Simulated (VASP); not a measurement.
Wanted: the native input for a VASP 6.6.1 run.

```yaml
Task: single point
Functional: r2SCAN
Potentials_or_basis: VASP PAW PBE potentials, release 64 (Sn_d, Te)
Cutoff: 520 eV
k_mesh: 10 × 10 × 10
Occupations: gaussian, width 0.1 eV
Spin: no spin polarisation
Dipole_correction: no
Further_INCAR_settings: ALGO = Normal; EDIFF = 1e-06; NBANDS = 32
```

The system is Sn3Te.

```
Sn Te
1.0
     4.67557    0.00000    0.00000
     0.00000    4.67557    0.00000
     0.00000    0.00000    4.67557
Sn Te
3 1
Direct
  0.50000 0.50000 0.00000
  0.50000 0.00000 0.50000
  0.00000 0.50000 0.50000
  0.00000 0.00000 0.00000
```

This cell differs from its parent crystal: functional r2SCAN, strained.

One way to write it, as run:

POSCAR

```
Sn3Te
1.0
    4.6755708047      0.0000000000      0.0000000000
    0.0000000000      4.6755708047      0.0000000000
    0.0000000000      0.0000000000      4.6755708047
Sn Te
3 1
Direct
    0.5000000000      0.5000000000      0.0000000000
    0.5000000000      0.0000000000      0.5000000000
    0.0000000000      0.5000000000      0.5000000000
    0.0000000000      0.0000000000      0.0000000000
```

INCAR.step1

```
SYSTEM = Sn3Te
PREC     = Accurate       ! precision mode
ENCUT    = 520            ! plane-wave cutoff, eV
ISMEAR   = 0              ! smearing method
SIGMA    = 0.1            ! smearing width, eV
LREAL    = .False.        ! projectors in reciprocal space
LASPH    = .True.         ! aspherical terms in the spheres
NELM     = 100            ! most SCF steps
NBANDS   = 32             ! bands
GGA      = PE             ! functional
ALGO     = Normal         ! electronic algorithm
EDIFF    = 1E-4           ! SCF threshold, eV
LWAVE    = .True.         ! write WAVECAR
LCHARG   = .False.        ! write CHGCAR
```

INCAR.step2

```
SYSTEM = Sn3Te
PREC     = Accurate       ! precision mode
ENCUT    = 520            ! plane-wave cutoff, eV
EDIFF    = 1E-6           ! SCF threshold, eV
ISMEAR   = 0              ! smearing method
SIGMA    = 0.1            ! smearing width, eV
LREAL    = .False.        ! projectors in reciprocal space
LASPH    = .True.         ! aspherical terms in the spheres
NELM     = 100            ! most SCF steps
ALGO     = Normal         ! electronic algorithm
ISIF     = 2              ! what is computed and relaxed
LWAVE    = .False.        ! write WAVECAR
LCHARG   = .False.        ! write CHGCAR
METAGGA  = R2SCAN         ! meta-GGA
LMIXTAU  = .True.       
NBANDS   = 32             ! bands
ISTART   = 1
```

KPOINTS

```
regular mesh
0
Gamma
  10 10 10
  0 0 0
```

Potentials or basis: VASP PAW PBE potentials, release 64 (Sn_d, Te).

Command:

```sh
$ cat potpaw_PBE.64/Sn_d/POTCAR potpaw_PBE.64/Te/POTCAR > POTCAR
$ cp INCAR.step1 INCAR
$ mpirun -np 1 vasp_std > vasp.out
$ cp INCAR.step2 INCAR
$ mpirun -np 1 vasp_std > vasp.out
```

It gave:

```json
{
 "Pressure": "6.5 GPa",
 "Band gap on the k mesh": "zero (band 24 reaches 12.62 eV, above the bottom of band 25 at 8.55 eV)"
}
```

Caveat: the cell differs from its parent crystal (functional r2SCAN, strained); the PAW data sets were made with another functional, which shifts forces and pressure a little; spin-orbit coupling is left out, which moves the levels of the heavy elements.

It took 6.1 min on 1 thread of Intel(R) Xeon(R) Platinum 8488C (Sapphire Rapids), with other jobs on the host, peak memory 0.32 GiB.
